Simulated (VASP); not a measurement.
Input of a VASP 6.6.1 run:

The input INCAR:

```
PREC = Accurate
ENCUT = 600
EDIFF = 1E-8
ISMEAR = 0
SIGMA = 0.03
LREAL = False
LASPH = True
NELM = 80
ALGO = Fast
ISIF = 2
LWAVE = False
LCHARG = False
GGA = PS
LEPSILON = True
KPAR = 2
```

Contents of KPOINTS:

```
Automatic mesh
0
Monkhorst-Pack
  12 12 12
```

The input POSCAR:

```
BaF2                                    
1.0
    0.0000000000      3.1155255739      3.1155255739
    3.1155255739      0.0000000000      3.1155255739
    3.1155255739      3.1155255739     -0.0000000000
  Ba              F             
     1     2
Direct
     0.0000000000000000    0.0000000000000000    1.0000000000000000
     0.2500000000000000    0.2500000000000000    0.2500000000000000
     0.7500000000000000    0.7500000000000000    0.7500000000000000
```

Potentials or basis: VASP PAW PBE potentials, release 64 (Ba_sv, F).

Command:

```console
$ cat potpaw_PBE.64/Ba_sv/POTCAR potpaw_PBE.64/F/POTCAR > POTCAR
$ mpirun -np 2 vasp_std > vasp.out
```

Problem. Estimate the electronic dielectric tensor (diagonal).

Solution. 2.37.

Problem. Estimate the Born charges (mean of the diagonal).

Solution. Ba +2.57; F -1.29 e.

Born effective charge tensors (e):
atom 1, Ba
```
2.57 0.00 0.00
0.00 2.57 0.00
0.00 0.00 2.57
```
atom 2, F
```
-1.29  0.00  0.00
 0.00 -1.29  0.00
 0.00  0.00 -1.29
```
atom 3, F
```
-1.29  0.00  0.00
 0.00 -1.29  0.00
 0.00  0.00 -1.29
```
